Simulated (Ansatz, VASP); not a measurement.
**Zn in VASP and in Ansatz**

Contents of INCAR:

```
  ALGO = Normal
  EDIFF = 1E-6
  ENCUT = 520
  GGA = PS
  ISIF = 2
  ISMEAR = -1
  LASPH = True
  LCHARG = False
  LREAL = False
  LWAVE = False
  NBANDS = 19
  NELM = 100
  PREC = Accurate
  SIGMA = 0.03
```

KPOINTS

```
k-points
0
Gamma
  18 18 8
```

POSCAR

```
Zn
1.0
    2.6469129636      0.0000000000      0.0000000000
   -1.3234564818      2.2922938681      0.0000000000
    0.0000000000      0.0000000000      4.9134996708
Zn
2
Direct
    0.3333333333      0.6666666667      0.2500000000
    0.6666666667      0.3333333333      0.7500000000
```

Input for Ansatz:

```yaml
crystal:
  lattice:
    - [2.6469129636, 0.0, 0.0]
    - [-1.3234564818, 2.2922938681, 0.0]
    - [0.0, 0.0, 4.9134996708]
  atoms:
    - { symbol: Zn, position: [0.3333333333, 0.6666666667, 0.25] }
    - { symbol: Zn, position: [0.6666666667, 0.3333333333, 0.75] }
kpoints:
  mp_grid: { grid: [18, 18, 8] }
  band_path:
    path:
      - [0.0, 0.0, 0.0]
      - [0.5, 0.0, 0.0]
      - [0.3333333333, 0.3333333333, 0.0]
      - [0.0, 0.0, 0.0]
      - [0.0, 0.0, 0.5]
      - [0.5, 0.0, 0.5]
      - [0.3333333333, 0.3333333333, 0.5]
      - [0.0, 0.0, 0.5]
      - [0.5, 0.0, 0.5]
    npoints: 5
scf:
  occupations: { method: fermi_dirac, width: 0.03 }
hamiltonian:
  xc: pbesol
  pseudopotentials: { kind: all_electron, lapw: { basis_error: 0.00025 } }
output:
  forces: true
  stress: true
  eigenvalues: true
```

Change from the starting cell: volume scaled by 0.98.

Alike in both runs: task single point; functional PBEsol; k mesh 18 × 18 × 8; occupations fermi-dirac, width 0.03 eV; no spin polarisation.

|  | VASP | Ansatz |
| --- | --- | --- |
| version | VASP 6.6.1 | Ansatz 0.2.0 |
| potentials or method | VASP PAW PBE potentials, release 64 (Zn), cutoff 520 eV | all-electron LAPW, scalar-relativistic |

Ansatz gave:

* pressure (GPa): -4.0
* traceless stress, the component that is largest in VASP (GPa): 1.13

Problem. Estimate VASP's values.

Solution. Pressure (GPa): -3.7; traceless stress, the component that is largest in VASP (GPa): 1.01.

VASP's potentials were made for PBE, not for PBEsol. Ansatz ran all-electron here, and VASP with PAW potentials.
